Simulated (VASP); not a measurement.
# Si in VASP: further runs, part 2 of 2

VASP 6.6.1. The steps go on from the part before.

## Step 3: Single point, HSE06 (uniaxial x strain +4.0%)

Contents of POSCAR:

```
Si
1.0
    0.0000000000      2.7221188957      2.7221188957
    2.8310036515      0.0000000000      2.7221188957
    2.8310036515      2.7221188957      0.0000000000
Si
2
Direct
    0.0000000000      0.0000000000      0.0000000000
    0.2500000000      0.2500000000      0.2500000000
```

Contents of INCAR.step1:

```
SYSTEM = Si
PREC     = Accurate       ! precision mode
ENCUT    = 520            ! plane-wave cutoff, eV
EDIFF    = 1E-5           ! SCF threshold, eV
ISMEAR   = 0              ! smearing method
SIGMA    = 0.01           ! smearing width, eV
LREAL    = .FALSE.        ! projectors in reciprocal space
LASPH    = .TRUE.         ! aspherical terms in the spheres
NELM     = 60             ! most SCF steps
ALGO     = Normal         ! electronic algorithm
ISIF     = 2              ! what is computed and relaxed
LWAVE    = .TRUE.         ! write WAVECAR
LCHARG   = .FALSE.        ! write CHGCAR
GGA      = PE             ! functional
NBANDS   = 11             ! bands
```

Contents of INCAR.step2:

```
SYSTEM = Si
PREC     = Accurate       ! precision mode
ENCUT    = 520            ! plane-wave cutoff, eV
EDIFF    = 1E-6           ! SCF threshold, eV
ISMEAR   = 0              ! smearing method
SIGMA    = 0.01           ! smearing width, eV
LREAL    = .FALSE.        ! projectors in reciprocal space
LASPH    = .TRUE.         ! aspherical terms in the spheres
NELM     = 60             ! most SCF steps
ALGO     = Normal         ! electronic algorithm
ISIF     = 2              ! what is computed and relaxed
LWAVE    = .FALSE.        ! write WAVECAR
LCHARG   = .FALSE.        ! write CHGCAR
GGA      = PE             ! functional
LHFCALC  = .TRUE.         ! exact exchange
HFSCREEN = 0.2079         ! screening, 1/A
PRECFOCK = Normal       
ISTART   = 1            
NBANDS   = 11             ! bands
```

Contents of KPOINTS:

```
regular mesh
0
G
  6 6 6
  0 0 0
```

Potentials or basis: VASP PAW PBE potentials, release 64 (Si).

On the command line:

```sh
$ cat potpaw_PBE.64/Si/POTCAR > POTCAR
$ cp INCAR.step1 INCAR
$ mpirun -np 1 vasp_std > vasp.out
$ cp INCAR.step2 INCAR
$ mpirun -np 1 vasp_std > vasp.out
```

OUTCAR:

```text
SYSTEM = Si
   PREC = Accurate
   ENCUT = 520
   EDIFF = 1E-6
   ISMEAR = 0
   LREAL = .FALSE.
   LASPH = .TRUE.
   NELM = 60
   ISIF = 2
   GGA = PE
   LHFCALC = .TRUE.
   HFSCREEN = 0.2079
   PRECFOCK = Normal
   ISTART = 1

 ion  position               nearest neighbor table
   1  0.000  0.000  0.000-   2 2.39   2 2.39   2 2.39   2 2.39
   2  0.250  0.250  0.250-   1 2.39   1 2.39   1 2.39   1 2.39

  LATTYP: Found a body centered tetragonal cell.
 ALAT       =     3.8496574607
 C/A-ratio  =     1.4707821049
[... 527 lines left out ...]
      5       8.8824      0.00000
      6       8.9205      0.00000
      7      11.6494      0.00000
      8      12.1042      0.00000
      9      13.8812      0.00000
     10      17.5817      0.00000
     11      18.4089      0.00000

 [... further k-points ...]
[... 5 lines left out ...]
  --------------------------------------------------------------------------------------
  -------------------------------------------------------------------------------------
  Total       -1.8375664     -0.6793931     -0.6793931      0.0000000      0.0000000      0.0000000
  in kB      -70.1728338    -25.9446086    -25.9446086      0.0000000      0.0000000      0.0000000
  external PRESSURE =     -40.6873503 kB  Pullay stress =       0.0000000 kB

 VOLUME and BASIS-vectors are now :
 -----------------------------------------------------------------------------
  energy-cutoff  :      520.00
  volume of cell :       41.96
      direct lattice vectors                 reciprocal lattice vectors
     0.000000000  2.722118896  2.722118896    -0.176615809  0.183680441  0.183680441
     2.831003652  0.000000000  2.722118896     0.176615809 -0.183680441  0.183680441
     2.831003652  2.722118896  0.000000000     0.176615809  0.183680441 -0.183680441

 POSITION                                       TOTAL-FORCE (eV/Angst)
 -----------------------------------------------------------------------------------
      0.00000      0.00000      0.00000        -0.000000      0.000000      0.000000
      1.41550      1.36106      1.36106         0.000000     -0.000000     -0.000000
 -----------------------------------------------------------------------------------
    total drift:                                0.000000     -0.000000     -0.000000

  FREE ENERGIE OF THE ION-ELECTRON SYSTEM (eV)
  ---------------------------------------------------
  free  energy   TOTEN  =       -12.4943915504 eV

  energy  without entropy=      -12.4943915504  energy(sigma->0) =      -12.49439155
```

Run time: 34 min. Hardware: 1 thread of Intel Xeon 8259CL, shared host; peak memory 0.28 GiB.

What came out:

```yaml
Free_energy: -12.4944 eV
Pressure: -4.1 GPa
Band_gap_on_the_k_mesh: 1.16 eV (least direct gap 3.07 eV)
```

Stress tensor (GPa, compression positive):
```
-7.02  0.00  0.00
 0.00 -2.59  0.00
 0.00  0.00 -2.59
```

Caveat: the cell differs from its parent crystal (uniaxial x strain +4.0%); the cell stands under tension; the PAW data sets were made with another functional, which shifts forces and pressure a little.

## Step 4: Single point, HSE06 (strain -3.0%)

Contents of POSCAR:

```
Si
1.0
    0.0000000000      2.6404553288      2.6404553288
    2.6404553288      0.0000000000      2.6404553288
    2.6404553288      2.6404553288      0.0000000000
Si
2
Direct
    0.0000000000      0.0000000000      0.0000000000
    0.2500000000      0.2500000000      0.2500000000
```

Contents of INCAR.step1:

```
PREC     = Accurate       # precision mode
ENCUT    = 520            # plane-wave cutoff, eV
EDIFF    = 1E-5           # SCF threshold, eV
ISMEAR   = 0              # smearing method
SIGMA    = 0.01           # smearing width, eV
LREAL    = F              # projectors in reciprocal space
LASPH    = T              # aspherical terms in the spheres
NELM     = 80             # most SCF steps
ALGO     = Normal         # electronic algorithm
ISIF     = 2              # what is computed and relaxed
LWAVE    = T              # write WAVECAR
GGA      = PE             # functional
NBANDS   = 11             # bands
```

Contents of INCAR.step2:

```
PREC     = Accurate       # precision mode
ENCUT    = 520            # plane-wave cutoff, eV
EDIFF    = 1E-6           # SCF threshold, eV
ISMEAR   = 0              # smearing method
SIGMA    = 0.01           # smearing width, eV
LREAL    = F              # projectors in reciprocal space
LASPH    = T              # aspherical terms in the spheres
NELM     = 80             # most SCF steps
ALGO     = Normal         # electronic algorithm
ISIF     = 2              # what is computed and relaxed
LWAVE    = F              # write WAVECAR
LCHARG   = T              # write CHGCAR
GGA      = PE             # functional
LHFCALC  = T              # exact exchange
HFSCREEN = 0.2079         # screening, 1/A
PRECFOCK = Normal       
LELF     = T              # ELF
LVHAR    = T            
ISTART   = 1            
NBANDS   = 11             # bands
```

Contents of KPOINTS:

```
Automatic mesh
0
Gamma
  6 6 6
```

On the command line:

```sh
$ cat potpaw_PBE.64/Si/POTCAR > POTCAR
$ cp INCAR.step1 INCAR
$ mpirun -np 1 vasp_std > vasp.out
$ cp INCAR.step2 INCAR
$ mpirun -np 1 vasp_std > vasp.out
```

It took 13 min on 1 thread of Intel Xeon Platinum 8259CL at 2.50GHz (Skylake/Cascade Lake), shared host; peak memory 0.26 GiB.

Results (log left out):

```yaml
Free_energy: -12.4352 eV
Pressure: 10.2 GPa
Band_gap_on_the_k_mesh: 1.11 eV (least direct gap 3.37 eV)
```

Levels at points of the mesh, in eV from the valence-band top:
```csv
k point,band 2,band 3,band 4,band 5,band 6,band 7
"(0.00, 0.00, 0.00)",0.00,0.00,0.00,3.37,3.37,3.37
"(0.50, 0.00, 0.00)",-8.17,-1.39,-1.39,2.58,4.09,4.09
"(0.50, 0.50, 0.00)",-8.98,-3.38,-3.38,1.11,1.11,12.27
```

Caveat: the cell differs from its parent crystal (strain -3.0%); the cell stands under pressure; the PAW data sets were made with another functional, which shifts forces and pressure a little.

## Step 5: Single point, HSE06 (strain +0.5%)

Contents of POSCAR:

```
Si
1.0
    0.0000000000      2.7357294902      2.7357294902
    2.7357294902      0.0000000000      2.7357294902
    2.7357294902      2.7357294902      0.0000000000
Si
2
Direct
    0.0000000000      0.0000000000      0.0000000000
    0.2500000000      0.2500000000      0.2500000000
```

Contents of INCAR.step1:

```
SYSTEM = Si
  PREC = Accurate
  ENCUT = 520
  EDIFF = 1E-5
  ISMEAR = 0
  SIGMA = 0.01
  LREAL = .FALSE.
  LASPH = .TRUE.
  NELM = 60
  ALGO = Normal
  ISIF = 2
  LWAVE = .TRUE.
  LCHARG = .FALSE.
  GGA = PE
  NBANDS = 11
```

Contents of INCAR.step2:

```
SYSTEM = Si
  PREC = Accurate
  ENCUT = 520
  EDIFF = 1E-6
  ISMEAR = 0
  SIGMA = 0.01
  LREAL = .FALSE.
  LASPH = .TRUE.
  NELM = 60
  ALGO = Normal
  ISIF = 2
  LWAVE = .FALSE.
  LCHARG = .FALSE.
  GGA = PE
  LHFCALC = .TRUE.
  HFSCREEN = 0.2079
  PRECFOCK = Normal
  ISTART = 1
  NBANDS = 11
```

Contents of KPOINTS:

```
regular mesh
0
G
  6 6 6
  0 0 0
```

On the command line:

```sh
$ cat potpaw_PBE.64/Si/POTCAR > POTCAR
$ cp INCAR.step1 INCAR
$ mpirun -np 1 vasp_std > vasp.out
$ cp INCAR.step2 INCAR
$ mpirun -np 1 vasp_std > vasp.out
```

Wall time 11 min (1 thread of Intel Xeon Platinum 8259CL at 2.50GHz (Skylake/Cascade Lake), shared host); peak memory 0.27 GiB.

Results (log left out):

```yaml
Free_energy: -12.5280 eV
Pressure: -1.9 GPa
Band_gap_on_the_k_mesh: 1.33 eV (least direct gap 3.31 eV)
```

Levels at points of the mesh, in eV from the valence-band top:
```csv
k point,band 2,band 3,band 4,band 5,band 6,band 7
"(0.00, 0.00, 0.00)",0.00,0.00,0.00,3.31,3.31,3.31
"(0.50, 0.00, 0.00)",-7.60,-1.29,-1.29,2.16,4.15,4.15
"(0.50, 0.50, 0.00)",-8.59,-3.07,-3.07,1.33,1.33,11.29
```

Caveat: the cell differs from its parent crystal (strain +0.5%); the PAW data sets were made with another functional, which shifts forces and pressure a little.

## Step 6: Summary

```tsv
cell	smearing	gap on the mesh (eV)	pressure (GPa)
a = 3.722 Å, angles 62.3°, 2 atoms, atomic positions A	fermi-dirac 0.02 eV	0.57	4.9
a = 3.850, b = 3.927, c = 3.927 Å, angles 58.7, 60.7, 60.7°, 2 atoms, atomic positions B	gaussian 0.01 eV	1.16	-4.1
a = 3.734 Å, angles 60.0°, 2 atoms, atomic positions A	gaussian 0.01 eV	1.11	10.2
a = 3.869 Å, angles 60.0°, 2 atoms, atomic positions B	gaussian 0.01 eV	1.33	-1.9
```

Alike in all rows: task single point; level HSE06; potentials or basis VASP PAW PBE potentials, release 64 (Si); no spin polarisation; k mesh 6 × 6 × 6; cutoff (eV) 520.

Caveats: the PAW data sets were made with another functional, which shifts forces and pressure a little; the cell stands under pressure (at least some runs); the cell stands under tension (at least some runs).

Total energies depend on the potentials used, so only differences within one code and one set of settings carry meaning.
